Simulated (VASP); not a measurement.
A run of VASP 6.6.1:

File INCAR:

```
SYSTEM = Fe
PREC = Accurate
ENCUT = 520
EDIFF = 1E-7
ISMEAR = 0
SIGMA = 0.1
LREAL = .FALSE.
LASPH = .TRUE.
NELM = 150
ALGO = Normal
ISIF = 2
LWAVE = .FALSE.
LCHARG = .FALSE.
ISPIN = 2
MAGMOM = 2.44
LORBIT = 11
LMAXMIX = 4
GGA = PE
NBANDS = 14
```

The input KPOINTS:

```
regular mesh
0
G
  20 20 20
  0 0 0
```

Contents of POSCAR:

```
Fe
1.0
   -1.3719741113      1.3719741113      1.3719741113
    1.3719741113     -1.3719741113      1.3719741113
    1.3719741113      1.3719741113     -1.3719741113
Fe
1
Direct
    0.0000000000      0.0000000000      0.0000000000
```

Potentials or basis: VASP PAW PBE potentials, release 64 (Fe).

The run is started by

```bash
$ cat potpaw_PBE.64/Fe/POTCAR > POTCAR
$ mpirun -np 1 vasp_std > vasp.out
```

Hardware: 1 thread of AMD EPYC 9R45 96-Core Processor (Zen 5), on a shared host.

**Question.** Estimate the wall time of this run.

**Answer.** Run time: 38 s on 1 thread of AMD EPYC 9R45 96-Core Processor (Zen 5), on a shared host, peak memory 0.14 GiB. Counts: scf iterations 14, k points 256.
